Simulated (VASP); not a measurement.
# ZrOs (Pm-3m) in VASP: further runs

The runs below take ZrOs through single point, with LDA.

Program: VASP 6.6.1. These are calculated values, not measurements. Logs are shortened: lines on timing, memory, paths and dates and some standing lists are left out, and cuts for length are marked.

## 1. The cell of the first run

It takes space group Pm-3m (No. 221, cubic). The conventional cell has a = 2.500 Å, b = 2.500 Å, c = 2.500 Å, α = 90.00°, β = 90.00°, γ = 90.00°. Zr (site symmetry m-3m) has 8 Os at 2.17 Å and 6 Zr at 2.50 Å within 2.9 Å. Within 2.9 Å of Os (site symmetry m-3m) lie 8 Zr at 2.17 Å and 6 Os at 2.50 Å.

## 2. Single point, LDA (volume scaled by 0.45)

The input, INCAR:

```
PREC = Accurate
ENCUT = 520
EDIFF = 1E-7
ISMEAR = -1
SIGMA = 0.05
LREAL = F
LASPH = T
NELM = 80
ALGO = Normal
ISIF = 2
LWAVE = F
LCHARG = F
GGA = CA
NBANDS = 17
```

The input, KPOINTS:

```
Automatic mesh
0
Gamma
  11 11 11
```

The input, POSCAR:

```
ZrOs
1.0
    2.5004676779      0.0000000000      0.0000000000
    0.0000000000      2.5004676779      0.0000000000
    0.0000000000      0.0000000000      2.5004676779
Zr Os
1 1
Direct
    0.5000000000      0.5000000000      0.5000000000
    0.0000000000      0.0000000000      0.0000000000
```

Potentials or basis: VASP PAW LDA potentials, release 64 (Zr_sv, Os).

On the command line:

```sh
cat potpaw_LDA.64/Zr_sv/POTCAR potpaw_LDA.64/Os/POTCAR > POTCAR
mpirun -np 1 vasp_std > vasp.out
```

OUTCAR:

```text
PREC = Accurate
   ENCUT = 520
   EDIFF = 1E-7
   ISMEAR = -1
   LREAL = F
   LASPH = T
   NELM = 80
   ISIF = 2
   GGA = CA

 ion  position               nearest neighbor table
   1  0.500  0.500  0.500-   2 2.17   2 2.17   2 2.17   2 2.17   2 2.17   2 2.17   2 2.17   2 2.17

   2  0.000  0.000  0.000-   1 2.17   1 2.17   1 2.17   1 2.17   1 2.17   1 2.17   1 2.17   1 2.17

  LATTYP: Found a simple cubic cell.
 ALAT       =     2.5004676779

  Lattice vectors:

 A1 = (   2.5004676779,   0.0000000000,   0.0000000000)
 A2 = (   0.0000000000,   2.5004676779,   0.0000000000)
 A3 = (   0.0000000000,   0.0000000000,   2.5004676779)

Analysis of symmetry for initial positions (statically):
=====================================================================
 Subroutine PRICEL returns:
 Original cell was already a primitive cell.

 Routine SETGRP: Setting up the symmetry group for a
 simple cubic supercell.

 Subroutine GETGRP returns: Found 48 space group operations
 (whereof 48 operations were pure point group operations)
 out of a pool of 48 trial point group operations.

The static configuration has the point symmetry O_h .

Analysis of symmetry for dynamics (positions and initial velocities):
=====================================================================
 Subroutine PRICEL returns:
 Original cell was already a primitive cell.

 Routine SETGRP: Setting up the symmetry group for a
 simple cubic supercell.

 Subroutine GETGRP returns: Found 48 space group operations
 (whereof 48 operations were pure point group operations)
 out of a pool of 48 trial point group operations.

The dynamic configuration has the point symmetry O_h .

 Subroutine INISYM returns: Found 48 space group operations
 (whereof 48 operations are pure point group operations),
 and found     1 'primitive' translations

----------------------------------------------------------------------------------------

                                     Primitive cell

  volume of cell :      15.6338

  direct lattice vectors                    reciprocal lattice vectors
     2.500467678  0.000000000  0.000000000     0.399925186  0.000000000  0.000000000
     0.000000000  2.500467678  0.000000000     0.000000000  0.399925186  0.000000000
     0.000000000  0.000000000  2.500467678     0.000000000  0.000000000  0.399925186

  length of vectors
     2.500467678  2.500467678  2.500467678     0.399925186  0.399925186  0.399925186

  position of ions in fractional coordinates (direct lattice)
     0.500000000  0.500000000  0.500000000
     0.000000000  0.000000000  0.000000000

  ion indices of the primitive-cell ions
   primitive index   ion index
                 1           1
                 2           2

----------------------------------------------------------------------------------------

 KPOINTS: Automatic mesh

Automatic generation of k-mesh.
 Grid dimensions read from file:
 generate k-points for:   11   11   11

 Generating k-lattice:

  Cartesian coordinates                     Fractional coordinates (reciprocal lattice)
     0.036356835  0.000000000  0.000000000     0.090909091  0.000000000  0.000000000
     0.000000000  0.036356835  0.000000000     0.000000000  0.090909091  0.000000000
     0.000000000  0.000000000  0.036356835     0.000000000  0.000000000  0.090909091

  Length of vectors
     0.036356835  0.036356835  0.036356835

  Shift w.r.t. Gamma in fractional coordinates (k-lattice)
     0.000000000  0.000000000  0.000000000

 Subroutine IBZKPT returns following result:
 ===========================================

 Found     56 irreducible k-points:

 Following reciprocal coordinates:
            Coordinates               Weight
  0.000000  0.000000  0.000000      1.000000
  0.090909  0.000000  0.000000      6.000000
  0.181818  0.000000  0.000000      6.000000
  0.272727  0.000000  0.000000      6.000000
  0.363636  0.000000  0.000000      6.000000
  0.454545  0.000000  0.000000      6.000000
[... 16 lines left out ...]
  0.181818  0.090909  0.090909     24.000000
  0.272727  0.090909  0.090909     24.000000
 [... further k-points ...]
   k-points           NKPTS =     56   k-points in BZ     NKDIM =     56   number of bands    NBANDS=     17
   number of dos      NEDOS =    301   number of ions     NIONS =      2
   total plane-waves  NPLWV =   8000
   dimension x,y,z NGX =    20 NGY =   20 NGZ =   20
   dimension x,y,z NGXF=    40 NGYF=   40 NGZF=   40
   ions per type =               1   1
   NGX,Y,Z   is equivalent  to a cutoff of  13.30, 13.30, 13.30 a.u.
   NGXF,Y,Z  is equivalent  to a cutoff of  26.59, 26.59, 26.59 a.u.
 SYSTEM =  unknown system
   PREC   = accura    normal or accurate (medium, high low for compatibility)
   ISTART =      0    job   : 0-new  1-cont  2-samecut
   ICHARG =      2    charge: 1-file 2-atom 10-const
   ISPIN  =      1    spin polarized calculation?
   LNONCOLLINEAR =      F non collinear calculations
   LSORBIT =      F    spin-orbit coupling
   LASPH  =      T    aspherical Exc in radial PAW
   ENCUT  =  520.0 eV  38.22 Ry    6.18 a.u.   4.65  4.65  4.65*2*pi/ulx,y,z
   NELM   =     80;   NELMIN=  2; NELMDL= -5     # of ELM steps
   EDIFF  = 0.1E-06   stopping-criterion for ELM
   LREAL  =      F    real-space projection
   EDIFFG = 0.1E-05   stopping-criterion for IOM
   NSW    =      0    number of steps for IOM
   IBRION =     -1    ionic relax: 0-MD 1-quasi-New 2-CG
   NFREE  =      0    steps in history (QN), initial steepest desc. (CG)
   ISIF   =      2    stress and relaxation
   ISYM   =      2    0-nonsym 1-usesym 2-fastsym
   POTIM  = 0.5000    time-step for ionic-motion
   TEBEG  =    0.0;   TEEND  =   0.0 temperature during run
   PSTRESS=    0.0 pullay stress
   NELECT =      20.0000    total number of electrons
   NUPDOWN=      -1.0000    fix difference up-down
   EMIN   =  10.00;   EMAX   =-10.00  energy-range for DOS
   EFERMI =   0.00;   METHOD = LEGACY
   ISMEAR =    -1;   SIGMA  =   0.05  broadening in eV -4-tet -1-fermi 0-gaus
   EFERMI_NEDOS =   21; number of points for ismear=-14 and -15
   IALGO  =     38    algorithm
   IMIX   =      4    mixing-type and parameters
     AMIX     =   0.40;   BMIX     =  1.00
     AMIX_MAG =   1.60;   BMIX_MAG =  1.00
  volume/ion in A,a.u.               =       7.82        52.75
  Fermi-wavevector in a.u.,A,eV,Ry     =   1.777175  3.358374 42.971985  3.158352
  Thomas-Fermi vector in A             =   2.842621
   LORBIT       =      0    0 simple, 1 ext, 2 COOP (PROOUT), +10 PAW based schemes
   GGA     = CA    functional components
   LHFCALC =     F    Hartree Fock is set to
   AEXX    =    0.0000 exact exchange contribution
   IVDW    =     0    specifies the selected vdW correction
   LEPSILON=     F    determine dielectric tensor
   LRPA    =     F    only Hartree local field effects (RPA)
 non-spin polarized calculation
  energy-cutoff  :      520.00
  volume of cell :       15.63
 maximum number of plane-waves:       437
 NGX is ok and might be reduce to    20
   NGX =  9   NGY =  9   NGZ =  9

 number of electron      20.0000001 magnetization

 Free energy of the ion-electron system (eV)
  ---------------------------------------------------
  ext. energy  EPLUGINS =         0.00000000
  ---------------------------------------------------
  free energy    TOTEN  =         2.81717976 eV

  energy without entropy =        2.82376439  energy(sigma->0) =        2.82047208

 E-fermi :  24.9529     XC(G=0): -17.4559

 val. band max:       24.9454033087   @ k =   0.4545   0.4545   0.3636
 cond. band min:      25.0402126940   @ k =   0.4545   0.0000   0.0000
 fundamental gap:      0.0948093853
 Fermi energy:        24.9528625815

 k-point     1 :       0.0000    0.0000    0.0000
  band No.  band energies     occupation
      1     -25.8140      2.00000
      2      -1.7267      2.00000
      3      -1.7267      2.00000
      4      -1.7267      2.00000
      5       9.4466      2.00000
      6       9.4466      2.00000
[... 9 lines left out ...]
     16      39.2077      0.00000
     17      39.2077      0.00000

 k-point     2 :       0.0909    0.0000    0.0000
  band No.  band energies     occupation
      1     -25.7077      2.00000
      2      -2.2821      2.00000
      3      -1.7888      2.00000
      4      -1.7888      2.00000
      5       9.6222      2.00000
      6      10.1258      2.00000
[... 9 lines left out ...]
     16      39.9503      0.00000
     17      39.9531      0.00000

 k-point     3 :       0.1818    0.0000    0.0000
  band No.  band energies     occupation
      1     -25.4163      2.00000
      2      -3.5953      2.00000
      3      -1.9561      2.00000
      4      -1.9561      2.00000
      5      10.1429      2.00000
      6      11.9354      2.00000
[... 9 lines left out ...]
     16      39.9291      0.00000
     17      41.9702      0.00000

 k-point     4 :       0.2727    0.0000    0.0000
  band No.  band energies     occupation
      1     -25.0186      2.00000
      2      -5.0758      2.00000
      3      -2.1764      2.00000
      4      -2.1764      2.00000
      5      10.9833      2.00000
      6      14.5022      2.00000
[... 9 lines left out ...]
     16      37.7949      0.00000
     17      45.0497      0.00000

 k-point     5 :       0.3636    0.0000    0.0000
  band No.  band energies     occupation
      1     -24.6336      2.00000
      2      -6.2964      2.00000
      3      -2.3798      2.00000
      4      -2.3798      2.00000
      5      12.0643      2.00000
      6      17.4275      2.00000
[... 9 lines left out ...]
     16      36.7566      0.00000
     17      46.9443      0.00000

 k-point     6 :       0.4545    0.0000    0.0000
  band No.  band energies     occupation
      1     -24.3941      2.00000
      2      -6.9810      2.00000
      3      -2.5008      2.00000
      4      -2.5008      2.00000
      5      13.0749      2.00000
      6      17.7094      2.00000
[... 9 lines left out ...]
     16      38.4823      0.00000
     17      44.8732      0.00000

 k-point     7 :       0.0909    0.0909    0.0000
  band No.  band energies     occupation
      1     -25.6087      2.00000
      2      -2.5068      2.00000
      3      -2.1195      2.00000
      4      -1.8384      2.00000
      5      10.0385      2.00000
      6      10.5456      2.00000
[... 9 lines left out ...]
     16      40.1656      0.00000
     17      40.7218      0.00000

 k-point     8 :       0.1818    0.0909    0.0000
  band No.  band energies     occupation
      1     -25.3378      2.00000
      2      -3.6431      2.00000
      3      -2.3212      2.00000
      4      -1.9731      2.00000
      5      10.6225      2.00000
      6      12.2412      2.00000
[... 9 lines left out ...]
     16      41.2150      0.00000
     17      41.8197      0.00000
[... 203 lines left out ...]
      1     -24.4702      2.00000
      2      -5.1392      2.00000
      3      -4.3793      2.00000
      4      -1.7530      2.00000
      5      12.2160      2.00000
      6      14.9907      2.00000
[... 9 lines left out ...]
     16      38.4537      0.00000
     17      43.8970      0.00000

 k-point    20 :       0.4545    0.3636    0.0000
  band No.  band energies     occupation
      1     -24.4434      2.00000
      2      -5.1506      2.00000
      3      -4.4314      2.00000
      4      -1.6288      2.00000
      5      11.7185      2.00000
      6      14.6417      2.00000
[... 9 lines left out ...]
     16      38.0191      0.00000
     17      40.6552      0.00000

 k-point    21 :       0.4545    0.4545    0.0000
  band No.  band energies     occupation
      1     -24.4548      2.00000
      2      -4.8010      2.00000
      3      -4.6905      2.00000
      4      -1.4448      2.00000
      5      11.0394      2.00000
      6      14.1070      2.00000
[... 9 lines left out ...]
     16      38.9690      0.00000
     17      39.2274      0.00000

 k-point    22 :       0.0909    0.0909    0.0909
  band No.  band energies     occupation
      1     -25.5162      2.00000
      2      -2.6461      2.00000
      3      -2.1845      2.00000
      4      -2.1845      2.00000
      5      10.6984      2.00000
      6      10.6984      2.00000
[... 9 lines left out ...]
     16      39.7970      0.00000
     17      42.6884      0.00000

 k-point    23 :       0.1818    0.0909    0.0909
  band No.  band energies     occupation
      1     -25.2640      2.00000
      2      -3.6457      2.00000
      3      -2.3597      2.00000
      4      -2.3486      2.00000
      5      11.1504      2.00000
      6      12.4668      2.00000
[... 9 lines left out ...]
     16      41.0549      0.00000
     17      42.9659      0.00000

 k-point    24 :       0.2727    0.0909    0.0909
  band No.  band energies     occupation
      1     -24.9232      2.00000
      2      -4.9588      2.00000
      3      -2.5906      2.00000
      4      -2.3689      2.00000
      5      11.8724      2.00000
      6      14.9556      2.00000
[... 9 lines left out ...]
     16      40.5535      0.00000
     17      43.6829      0.00000

 [... further k-points ...]
[... 5 lines left out ...]
  --------------------------------------------------------------------------------------
  -------------------------------------------------------------------------------------
  Total       86.6841356     86.6841356     86.6841356      0.0000000      0.0000000      0.0000000
  in kB     8883.5483415   8883.5483415   8883.5483415      0.0000000      0.0000000      0.0000000
  external PRESSURE =    8883.5483415 kB  Pullay stress =       0.0000000 kB

 VOLUME and BASIS-vectors are now :
 -----------------------------------------------------------------------------
  energy-cutoff  :      520.00
  volume of cell :       15.63
      direct lattice vectors                 reciprocal lattice vectors
     2.500467678  0.000000000  0.000000000     0.399925186  0.000000000  0.000000000
     0.000000000  2.500467678  0.000000000     0.000000000  0.399925186  0.000000000
     0.000000000  0.000000000  2.500467678     0.000000000  0.000000000  0.399925186

 POSITION                                       TOTAL-FORCE (eV/Angst)
 -----------------------------------------------------------------------------------
      1.25023      1.25023      1.25023         0.000000      0.000000      0.000000
      0.00000      0.00000      0.00000         0.000000      0.000000      0.000000
 -----------------------------------------------------------------------------------
    total drift:                                0.000000      0.000000      0.000000

  FREE ENERGIE OF THE ION-ELECTRON SYSTEM (eV)
  ---------------------------------------------------
  free  energy   TOTEN  =         2.8171797609 eV

  energy  without entropy=        2.8237643933  energy(sigma->0) =        2.82047208
```

Wall time 6.6 s (1 thread of Intel Xeon 6975P-C (Granite Rapids), shared host); peak memory 0.12 GiB.

The run converged, but its numbers aren't listed here, since they failed a check.

Caveat: the cell differs from its parent crystal (volume scaled by 0.45); spin-orbit coupling is left out, which moves the levels of the heavy elements.

## 3. Single point, LDA (volume scaled by 0.55)

The input, INCAR:

```
  ALGO = Normal
  EDIFF = 1E-6
  ENCUT = 520
  GGA = CA
  ISIF = 2
  ISMEAR = -1
  LASPH = True
  LCHARG = False
  LREAL = False
  LWAVE = False
  NBANDS = 17
  NELM = 60
  PREC = Accurate
  SIGMA = 0.05
```

The input, KPOINTS:

```
k-points
0
Gamma
  11 11 11
```

The input, POSCAR:

```
ZrOs
1.0
    2.6734453060      0.0000000000      0.0000000000
    0.0000000000      2.6734453060      0.0000000000
    0.0000000000      0.0000000000      2.6734453060
Zr Os
1 1
Direct
    0.5000000000      0.5000000000      0.5000000000
    0.0000000000      0.0000000000      0.0000000000
```

Potentials or basis: VASP PAW LDA potentials, release 64 (Zr_sv, Os).

On the command line:

```sh
cat potpaw_LDA.64/Zr_sv/POTCAR potpaw_LDA.64/Os/POTCAR > POTCAR
mpirun -np 1 vasp_std > vasp.out
```

Run time: 6.1 s. Hardware: 1 thread of Intel Xeon 6975P-C (Granite Rapids), shared host; peak memory 0.13 GiB.

The run converged. Its results:

```yaml
Free_energy: -10.9301 eV
Pressure: 435.2 GPa
Band_gap_on_the_k_mesh: zero (band 10 reaches 21.54 eV, above the bottom of band 11 at 17.88 eV)
```

Levels at points of the mesh, in eV from the Fermi level:
```tsv
k point	band 7	band 8	band 9	band 10	band 11	band 12	band 13	band 14
(0.00, 0.00, 0.00)	-9.14	-3.75	-3.75	-3.75	2.84	2.84	9.73	9.73
```

Caveat: the cell differs from its parent crystal (volume scaled by 0.55); spin-orbit coupling is left out, which moves the levels of the heavy elements.

## 4. Single point, LDA (volume scaled by 0.6)

The input, INCAR:

```
SYSTEM = ZrOs
  PREC = Accurate
  ENCUT = 520
  EDIFF = 1E-7
  ISMEAR = -1
  SIGMA = 0.05
  LREAL = .False.
  LASPH = .True.
  NELM = 80
  ALGO = Normal
  ISIF = 2
  LWAVE = .False.
  LCHARG = .True.
  LELF = .True.
  LVHAR = .True.
  NBANDS = 17
```

The input, KPOINTS:

```
Automatic mesh
0
Gamma
  11 11 11
  0 0 0
```

The input, POSCAR:

```
ZrOs
1.0
    2.7521207869      0.0000000000      0.0000000000
    0.0000000000      2.7521207869      0.0000000000
    0.0000000000      0.0000000000      2.7521207869
Zr Os
1 1
Direct
    0.5000000000      0.5000000000      0.5000000000
    0.0000000000      0.0000000000      0.0000000000
```

On the command line:

```sh
cat potpaw_LDA.64/Zr_sv/POTCAR potpaw_LDA.64/Os/POTCAR > POTCAR
mpirun -np 1 vasp_std > vasp.out
```

It took 6.8 s on 1 thread of Intel Xeon 6975P-C (Granite Rapids), shared host; peak memory 0.13 GiB.

It converged, with:

- Free energy: -14.9146 eV
- Pressure: 307.7 GPa
- Band gap on the k mesh: zero (band 10 reaches 19.40 eV, above the bottom of band 11 at 16.30 eV)

Levels at points of the mesh, in eV from the Fermi level:
| k point | band 8 | band 9 | band 10 | band 11 | band 12 | band 13 |
| --- | --- | --- | --- | --- | --- | --- |
| (0.00, 0.00, 0.00) | -3.29 | -3.29 | -3.29 | 2.84 | 2.84 | 8.98 |

Caveat: the cell differs from its parent crystal (volume scaled by 0.6); spin-orbit coupling is left out, which moves the levels of the heavy elements.

## 5. Single point, LDA

This run uses another cell than the first one, of 17.37 Å³/atom, 2.222 times its volume.

The input, INCAR:

```
  PREC = Accurate
  ENCUT = 520
  EDIFF = 1E-6
  ISMEAR = -1
  SIGMA = 0.05
  LREAL = F
  LASPH = T
  NELM = 80
  ALGO = Normal
  ISIF = 2
  LWAVE = F
  LCHARG = F
  GGA = CA
  NBANDS = 17
```

The input, KPOINTS:

```
Automatic mesh
0
Gamma
  11 11 11
```

The input, POSCAR:

```
ZrOs
1.0
    3.2630000000      0.0000000000      0.0000000000
    0.0000000000      3.2630000000      0.0000000000
    0.0000000000      0.0000000000      3.2630000000
Zr Os
1 1
Direct
    0.5000000000      0.5000000000      0.5000000000
    0.0000000000      0.0000000000      0.0000000000
```

On the command line:

```sh
cat potpaw_LDA.64/Zr_sv/POTCAR potpaw_LDA.64/Os/POTCAR > POTCAR
mpirun -np 1 vasp_std > vasp.out
```

It took 8.8 s on 1 thread of Intel Xeon 6975P-C (Granite Rapids), shared host; peak memory 0.15 GiB.

Results (log left out):

| Quantity | Value |
| --- | --- |
| Free energy | -23.0459 eV |
| Pressure | -7.2 GPa |
| Band gap on the k mesh | zero (band 10 reaches 9.91 eV, above the bottom of band 11 at 8.97 eV) |

Levels at points of the mesh, in eV from the Fermi level:
| k point | band 6 | band 7 | band 8 | band 9 | band 10 | band 11 | band 12 | band 13 | band 14 | band 15 |
| --- | --- | --- | --- | --- | --- | --- | --- | --- | --- | --- |
| (0.00, 0.00, 0.00) | -5.11 | -5.11 | -1.51 | -1.51 | -1.51 | 2.18 | 2.18 | 5.26 | 5.26 | 5.26 |

Caveat: spin-orbit coupling is left out, which moves the levels of the heavy elements.

## 6. Overview

```csv
cell,gap on the mesh (eV),pressure (GPa)
"a = 2.673 Å, 2 atoms",none,435.2
"a = 2.752 Å, 2 atoms",none,307.7
"a = 3.263 Å, 2 atoms",none,-7.2
```

Alike in all rows: task single point; level LDA; potentials or basis VASP PAW LDA potentials, release 64 (Zr_sv, Os); no spin polarisation; k mesh 11 × 11 × 11; cutoff (eV) 520; smearing fermi-dirac 0.05 eV.

Caveats: spin-orbit coupling is left out, which moves the levels of the heavy elements.

Absolute energies hang on the potentials; compare differences alone.
